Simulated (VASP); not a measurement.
Input of a VASP 6.6.1 run:

File INCAR:

```
SYSTEM = Pt
ALGO = Fast ; EDIFF = 1E-6
ENCUT = 520 ; ISIF = 2
ISMEAR = 0 ; LASPH = .True.
LCHARG = .False. ; LREAL = .False.
LWAVE = .False. ; NBANDS = 11
NELM = 60 ; PREC = Accurate
SIGMA = 0.15
```

File KPOINTS:

```
k-points
0
Gamma
  22 22 22
  0 0 0
```

File POSCAR:

```
Pt
1.0
    0.0000000000      2.1862369158      1.6053537673
    2.1862369158      0.0000000000      1.6053537673
    2.1862369158      2.1862369158      0.0000000000
Pt
1
Direct
    0.0000000000      0.0000000000      0.0000000000
```

Potentials or basis: VASP PAW LDA potentials, release 64 (Pt).

The run is started by

```bash
$ cat potpaw_LDA.64/Pt/POTCAR > POTCAR
$ mpirun -np 1 vasp_std > vasp.out
```

(1) Predict the band gap on the k mesh.

(2) Predict the pressure.

## Answers

(1) zero (band 5 reaches 11.69 eV, above the bottom of band 6 at 9.42 eV).

(2) -7.1 GPa.

Caveat: spin-orbit coupling is left out, which moves the levels of the heavy elements.
